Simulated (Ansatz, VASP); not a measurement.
**Y2TaN3: VASP beside Ansatz**

```
Y Ta N
1.0
     5.39754    0.00000    0.00000
    -2.69877    4.67441    0.00000
     0.00000    0.00000    3.81526
Y Ta N
2 1 3
Direct
  0.33333 0.66667 0.00000
  0.66667 0.33333 0.00000
  0.00000 0.00000 0.00000
  0.50000 0.00000 0.50000
  0.50000 0.50000 0.50000
  0.00000 0.50000 0.50000
```

Change from the starting cell: species swapped into the PrAl2Ni3 type (P6/mmm, No. 191).

Alike in both runs: task single point; functional PBE; k mesh 6 × 6 × 4; occupations gaussian, width 0.1 eV; collinear spin.

```csv
,VASP,Ansatz
version,VASP 6.6.1,Ansatz 0.2.0
potentials or method,"VASP PAW PBE potentials, release 64 (Y_sv, Ta_pv, N), cutoff 520 eV","scalar-relativistic, plane waves, PAW"
valence electrons in the cell,48,50
```

VASP gave:

| Item | Value |
| --- | --- |
| gap on the k mesh at the Fermi level (eV) | none |
| pressure (GPa) | -5.9 |
| traceless stress, the component that is largest in VASP (GPa) | -28.60 |
| net moment per atom (μB) | 0.00 |
| size of the moment on the site where the two differ most (μB) | 0.00 |

**Question.** Estimate Ansatz's values.

**Answer.** gap on the k mesh at the Fermi level (eV): none; pressure (GPa): -5.5; traceless stress, the component that is largest in VASP (GPa): -29.92; net moment per atom (μB): 0.13; size of the moment on the site where the two differ most (μB): 0.72.

The net moments are unlike, so the other rows may belong to different states. Site moments also hang on the region over which each program counts them. A gap of «none» marks a metal or a gap that the smearing closes. VASP's potentials hold 48 valence electrons a cell and Ansatz's 50, so a difference there can come from the potentials and not from the codes.

The k mesh is coarse, so the values compare programs but aren't converged. Spin-orbit coupling is off throughout.
